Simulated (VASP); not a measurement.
# Al2Au (Fm-3m) in VASP: single point with PBE

Aim: the single point of Al2Au with PBE.

Everything below comes from runs of VASP 6.6.1. Logs are shortened: lines on timing, memory, paths and dates and some standing lists are left out, and cuts for length are marked.

## 1. The cell of the first run

The structure is cubic, space group Fm-3m (No. 225). The conventional cell has a = 6.061 Å, b = 6.061 Å, c = 6.061 Å, α = 90.00°, β = 90.00°, γ = 90.00°. Within 3.5 Å of Al (site symmetry -43m) lie 4 Au at 2.62 Å and 6 Al at 3.03 Å. Au (site symmetry m-3m) has 8 Al at 2.62 Å within 3.5 Å.

## 2. Single point, PBE

The input, INCAR:

```
SYSTEM = Al2Au
PREC     = Accurate       ! precision mode
ENCUT    = 520            ! plane-wave cutoff, eV
EDIFF    = 1E-6           ! SCF threshold, eV
ISMEAR   = 0              ! smearing method
SIGMA    = 0.1            ! smearing width, eV
LREAL    = .False.        ! projectors in reciprocal space
LASPH    = .True.         ! aspherical terms in the spheres
NELM     = 80             ! most SCF steps
ALGO     = Fast           ! electronic algorithm
ISIF     = 2              ! what is computed and relaxed
LWAVE    = .False.        ! write WAVECAR
LCHARG   = .False.        ! write CHGCAR
GGA      = PE             ! functional
NBANDS   = 16             ! bands
```

The input, KPOINTS:

```
Automatic mesh
0
Gamma
  12 12 12
  0 0 0
```

The input, POSCAR:

```
Al2Au
1.0
    0.0000000000      3.0303901778      3.0303901778
    3.0303901778      0.0000000000      3.0303901778
    3.0303901778      3.0303901778      0.0000000000
Al Au
2 1
Direct
    0.2500000000      0.2500000000      0.2500000000
    0.7500000000      0.7500000000      0.7500000000
    0.0000000000      0.0000000000      0.0000000000
```

Potentials or basis: VASP PAW PBE potentials, release 64 (Al, Au).

Run with:

```console
$ cat potpaw_PBE.64/Al/POTCAR potpaw_PBE.64/Au/POTCAR > POTCAR
$ mpirun -np 1 vasp_std > vasp.out
```

OUTCAR:

```text
SYSTEM = Al2Au
   PREC = Accurate
   ENCUT = 520
   EDIFF = 1E-6
   ISMEAR = 0
   LREAL = .False.
   LASPH = .True.
   NELM = 80
   ISIF = 2
   GGA = PE

 ion  position               nearest neighbor table
   1  0.250  0.250  0.250-   3 2.62   3 2.62   3 2.62   3 2.62   2 3.03   2 3.03   2 3.03   2 3.03
                             2 3.03   2 3.03
   2  0.750  0.750  0.750-   3 2.62   3 2.62   3 2.62   3 2.62   1 3.03   1 3.03   1 3.03   1 3.03
                             1 3.03   1 3.03
   3  0.000  0.000  0.000-   2 2.62   2 2.62   2 2.62   1 2.62   2 2.62   1 2.62   1 2.62   1 2.62

  LATTYP: Found a face centered cubic cell.
 ALAT       =     6.0607803556

  Lattice vectors:

 A1 = (   0.0000000000,   3.0303901778,   3.0303901778)
 A2 = (   3.0303901778,   0.0000000000,   3.0303901778)
 A3 = (   3.0303901778,   3.0303901778,   0.0000000000)

Analysis of symmetry for initial positions (statically):
[... 33 lines left out ...]
                                     Primitive cell

  volume of cell :      55.6577

  direct lattice vectors                    reciprocal lattice vectors
     0.000000000  3.030390178  3.030390178    -0.164995255  0.164995255  0.164995255
     3.030390178  0.000000000  3.030390178     0.164995255 -0.164995255  0.164995255
     3.030390178  3.030390178  0.000000000     0.164995255  0.164995255 -0.164995255

  length of vectors
     4.285618889  4.285618889  4.285618889     0.285780165  0.285780165  0.285780165

  position of ions in fractional coordinates (direct lattice)
     0.250000000  0.250000000  0.250000000
     0.750000000  0.750000000  0.750000000
     0.000000000  0.000000000  0.000000000

  ion indices of the primitive-cell ions
   primitive index   ion index
                 1           1
                 2           2
                 3           3

----------------------------------------------------------------------------------------

 KPOINTS: Automatic mesh

Automatic generation of k-mesh.
 Grid dimensions read from file:
 generate k-points for:   12   12   12

 Generating k-lattice:

  Cartesian coordinates                     Fractional coordinates (reciprocal lattice)
    -0.013749605  0.013749605  0.013749605     0.083333333  0.000000000  0.000000000
     0.013749605 -0.013749605  0.013749605     0.000000000  0.083333333  0.000000000
     0.013749605  0.013749605 -0.013749605     0.000000000  0.000000000  0.083333333

  Length of vectors
     0.023815014  0.023815014  0.023815014

  Shift w.r.t. Gamma in fractional coordinates (k-lattice)
     0.000000000  0.000000000  0.000000000

 Subroutine IBZKPT returns following result:
 ===========================================

 Found     72 irreducible k-points:

 Following reciprocal coordinates:
            Coordinates               Weight
  0.000000  0.000000  0.000000      1.000000
  0.083333  0.000000  0.000000      8.000000
  0.166667  0.000000  0.000000      8.000000
  0.250000  0.000000  0.000000      8.000000
  0.333333  0.000000  0.000000      8.000000
  0.416667  0.000000  0.000000      8.000000
[... 16 lines left out ...]
  0.500000  0.166667  0.000000     24.000000
 -0.416667  0.166667  0.000000     24.000000
 [... further k-points ...]
   k-points           NKPTS =     72   k-points in BZ     NKDIM =     72   number of bands    NBANDS=     16
   number of dos      NEDOS =    301   number of ions     NIONS =      3
   total plane-waves  NPLWV =  32768
   dimension x,y,z NGX =    32 NGY =   32 NGZ =   32
   dimension x,y,z NGXF=    64 NGYF=   64 NGZF=   64
   ions per type =               2   1
   NGX,Y,Z   is equivalent  to a cutoff of  12.41, 12.41, 12.41 a.u.
   NGXF,Y,Z  is equivalent  to a cutoff of  24.83, 24.83, 24.83 a.u.
 SYSTEM =  Al2Au
   PREC   = accura    normal or accurate (medium, high low for compatibility)
   ISTART =      0    job   : 0-new  1-cont  2-samecut
   ICHARG =      2    charge: 1-file 2-atom 10-const
   ISPIN  =      1    spin polarized calculation?
   LNONCOLLINEAR =      F non collinear calculations
   LSORBIT =      F    spin-orbit coupling
   LASPH  =      T    aspherical Exc in radial PAW
   ENCUT  =  520.0 eV  38.22 Ry    6.18 a.u.   7.97  7.97  7.97*2*pi/ulx,y,z
   NELM   =     80;   NELMIN=  2; NELMDL= -5     # of ELM steps
   EDIFF  = 0.1E-05   stopping-criterion for ELM
   LREAL  =      F    real-space projection
   EDIFFG = 0.1E-04   stopping-criterion for IOM
   NSW    =      0    number of steps for IOM
   IBRION =     -1    ionic relax: 0-MD 1-quasi-New 2-CG
   NFREE  =      0    steps in history (QN), initial steepest desc. (CG)
   ISIF   =      2    stress and relaxation
   ISYM   =      2    0-nonsym 1-usesym 2-fastsym
   POTIM  = 0.5000    time-step for ionic-motion
   TEBEG  =    0.0;   TEEND  =   0.0 temperature during run
   PSTRESS=    0.0 pullay stress
   NELECT =      17.0000    total number of electrons
   NUPDOWN=      -1.0000    fix difference up-down
   EMIN   =  10.00;   EMAX   =-10.00  energy-range for DOS
   EFERMI =   0.00;   METHOD = LEGACY
   ISMEAR =     0;   SIGMA  =   0.10  broadening in eV -4-tet -1-fermi 0-gaus
   EFERMI_NEDOS =   21; number of points for ismear=-14 and -15
   IALGO  =     68    algorithm
   IMIX   =      4    mixing-type and parameters
     AMIX     =   0.40;   BMIX     =  1.00
     AMIX_MAG =   1.60;   BMIX_MAG =  1.00
  volume/ion in A,a.u.               =      18.55       125.20
  Fermi-wavevector in a.u.,A,eV,Ry     =   1.102510  2.083442 16.538271  1.215529
  Thomas-Fermi vector in A             =   2.238954
   LORBIT       =      0    0 simple, 1 ext, 2 COOP (PROOUT), +10 PAW based schemes
   GGA     = PE    functional components
   LHFCALC =     F    Hartree Fock is set to
   AEXX    =    0.0000 exact exchange contribution
   IVDW    =     0    specifies the selected vdW correction
   LEPSILON=     F    determine dielectric tensor
   LRPA    =     F    only Hartree local field effects (RPA)
 non-spin polarized calculation
 RMM-DIIS sequential band-by-band and
 Gauss-broadening in eV      SIGMA  =   0.10
  energy-cutoff  :      520.00
  volume of cell :       55.66
 maximum number of plane-waves:      1524
   NGX = 15   NGY = 15   NGZ = 15

 number of electron      17.0000002 magnetization

 Free energy of the ion-electron system (eV)
  ---------------------------------------------------
  ext. energy  EPLUGINS =         0.00000000
  ---------------------------------------------------
  free energy    TOTEN  =       -12.02424431 eV

  energy without entropy =      -12.01958713  energy(sigma->0) =      -12.02191572

 E-fermi :   7.4608     XC(G=0): -10.3951

 val. band max:        7.4403801901   @ k =   0.5000   0.1667   0.0833
 cond. band min:       7.4752080644   @ k =  -0.2500   0.0833   0.0000
 fundamental gap:      0.0348278743
 Fermi energy:         7.4607848463

 k-point     1 :       0.0000    0.0000    0.0000
  band No.  band energies     occupation
      1      -2.8815      2.00000
      2       1.0171      2.00000
      3       1.0171      2.00000
      4       1.0171      2.00000
      5       1.9423      2.00000
      6       1.9423      2.00000
[... 8 lines left out ...]
     15      13.1058      0.00000
     16      13.1058      0.00000

 k-point     2 :       0.0833    0.0000    0.0000
  band No.  band energies     occupation
      1      -2.7924      2.00000
      2       0.9864      2.00000
      3       1.0396      2.00000
      4       1.0396      2.00000
      5       1.9374      2.00000
      6       1.9374      2.00000
[... 8 lines left out ...]
     15      12.8734      0.00000
     16      12.9242      0.00000

 k-point     3 :       0.1667    0.0000    0.0000
  band No.  band energies     occupation
      1      -2.5297      2.00000
      2       0.9085      2.00000
      3       1.0981      2.00000
      4       1.0981      2.00000
      5       1.9303      2.00000
      6       1.9303      2.00000
[... 8 lines left out ...]
     15      12.8604      0.00000
     16      13.0179      0.00000

 k-point     4 :       0.2500    0.0000    0.0000
  band No.  band energies     occupation
      1      -2.1116      2.00000
      2       0.8230      2.00000
      3       1.1682      2.00000
      4       1.1682      2.00000
      5       1.9398      2.00000
      6       1.9398      2.00000
[... 8 lines left out ...]
     15      13.6858      0.00000
     16      13.7688      0.00000

 k-point     5 :       0.3333    0.0000    0.0000
  band No.  band energies     occupation
      1      -1.5871      2.00000
      2       0.7911      2.00000
      3       1.2211      2.00000
      4       1.2211      2.00000
      5       1.9789      2.00000
      6       1.9789      2.00000
[... 8 lines left out ...]
     15      14.7006      0.00000
     16      14.7570      0.00000

 k-point     6 :       0.4167    0.0000    0.0000
  band No.  band energies     occupation
      1      -1.0886      2.00000
      2       0.9083      2.00000
      3       1.2464      2.00000
      4       1.2464      2.00000
      5       2.0304      2.00000
      6       2.0304      2.00000
[... 8 lines left out ...]
     15      15.6837      0.00000
     16      15.9728      0.00000

 k-point     7 :       0.5000    0.0000    0.0000
  band No.  band energies     occupation
      1      -0.8707      2.00000
      2       1.1197      2.00000
      3       1.2527      2.00000
      4       1.2527      2.00000
      5       2.0545      2.00000
      6       2.0545      2.00000
[... 8 lines left out ...]
     15      16.1897      0.00000
     16      17.0966      0.00000

 k-point     8 :       0.0833    0.0833    0.0000
  band No.  band energies     occupation
      1      -2.7624      2.00000
      2       0.9655      2.00000
      3       1.0531      2.00000
      4       1.0531      2.00000
      5       1.9093      2.00000
      6       1.9606      2.00000
[... 8 lines left out ...]
     15      13.2437      0.00000
     16      13.2437      0.00000

 k-point     9 :       0.1667    0.0833    0.0000
  band No.  band energies     occupation
      1      -2.5565      2.00000
      2       0.8970      2.00000
      3       1.1038      2.00000
      4       1.1063      2.00000
      5       1.8771      2.00000
      6       1.9757      2.00000
[... 8 lines left out ...]
     15      13.3521      0.00000
     16      13.4170      0.00000
[... 172 lines left out ...]
 k-point    19 :       0.1667    0.1667    0.0000
  band No.  band energies     occupation
      1      -2.4072      2.00000
      2       0.8283      2.00000
      3       1.1591      2.00000
      4       1.1591      2.00000
      5       1.8173      2.00000
      6       2.0114      2.00000
[... 8 lines left out ...]
     15      14.0386      0.00000
     16      14.0386      0.00000

 k-point    20 :       0.2500    0.1667    0.0000
  band No.  band energies     occupation
      1      -2.0898      2.00000
      2       0.7399      2.00000
      3       1.2344      2.00000
      4       1.2364      2.00000
      5       1.7735      2.00000
      6       2.0416      2.00000
[... 8 lines left out ...]
     15      14.8836      0.00000
     16      14.9082      0.00000

 k-point    21 :       0.3333    0.1667    0.0000
  band No.  band energies     occupation
      1      -1.6278      2.00000
      2       0.6634      2.00000
      3       1.2924      2.00000
      4       1.3095      2.00000
      5       1.7945      2.00000
      6       2.0717      2.00000
[... 8 lines left out ...]
     15      15.8419      0.00000
     16      15.8493      0.00000

 k-point    22 :       0.4167    0.1667    0.0000
  band No.  band energies     occupation
      1      -1.0878      2.00000
      2       0.6472      2.00000
      3       1.3069      2.00000
      4       1.3579      2.00000
      5       1.9127      2.00000
      6       2.0910      2.00000
[... 8 lines left out ...]
     15      16.6008      0.00000
     16      16.9475      0.00000

 k-point    23 :       0.5000    0.1667    0.0000
  band No.  band energies     occupation
      1      -0.6510      2.00000
      2       0.7520      2.00000
      3       1.3294      2.00000
      4       1.3803      2.00000
      5       2.0715      2.00000
      6       2.0769      2.00000
[... 8 lines left out ...]
     15      16.4995      0.00000
     16      17.2790      0.00000

 k-point    24 :      -0.4167    0.1667    0.0000
  band No.  band energies     occupation
      1      -0.5851      2.00000
      2       0.8121      2.00000
      3       1.3733      2.00000
      4       1.3841      2.00000
      5       1.9895      2.00000
      6       1.9999      2.00000
[... 8 lines left out ...]
     15      15.5963      0.00000
     16      16.0672      0.00000

 [... further k-points ...]
[... 5 lines left out ...]
  --------------------------------------------------------------------------------------
  -------------------------------------------------------------------------------------
  Total       -0.0886222     -0.0886222     -0.0886222      0.0000000      0.0000000     -0.0000000
  in kB       -2.5511008     -2.5511008     -2.5511008      0.0000000      0.0000000     -0.0000000
  external PRESSURE =      -2.5511008 kB  Pullay stress =       0.0000000 kB

 VOLUME and BASIS-vectors are now :
 -----------------------------------------------------------------------------
  energy-cutoff  :      520.00
  volume of cell :       55.66
      direct lattice vectors                 reciprocal lattice vectors
     0.000000000  3.030390178  3.030390178    -0.164995255  0.164995255  0.164995255
     3.030390178  0.000000000  3.030390178     0.164995255 -0.164995255  0.164995255
     3.030390178  3.030390178  0.000000000     0.164995255  0.164995255 -0.164995255

 POSITION                                       TOTAL-FORCE (eV/Angst)
 -----------------------------------------------------------------------------------
      1.51520      1.51520      1.51520        -0.000000     -0.000000      0.000000
      4.54559      4.54559      4.54559         0.000000      0.000000     -0.000000
      0.00000      0.00000      0.00000        -0.000000     -0.000000     -0.000000
 -----------------------------------------------------------------------------------
    total drift:                                0.000000     -0.000000      0.000000

  FREE ENERGIE OF THE ION-ELECTRON SYSTEM (eV)
  ---------------------------------------------------
  free  energy   TOTEN  =       -12.0242443134 eV

  energy  without entropy=      -12.0195871335  energy(sigma->0) =      -12.02191572
```

Wall time 31 s (1 thread of Intel Xeon 6975P-C, shared host); peak memory 0.22 GiB.

Results:

```
Free energy : -12.0242 eV
Pressure    : -0.3 GPa
```

Caveat: spin-orbit coupling is left out, which moves the levels of the heavy elements.
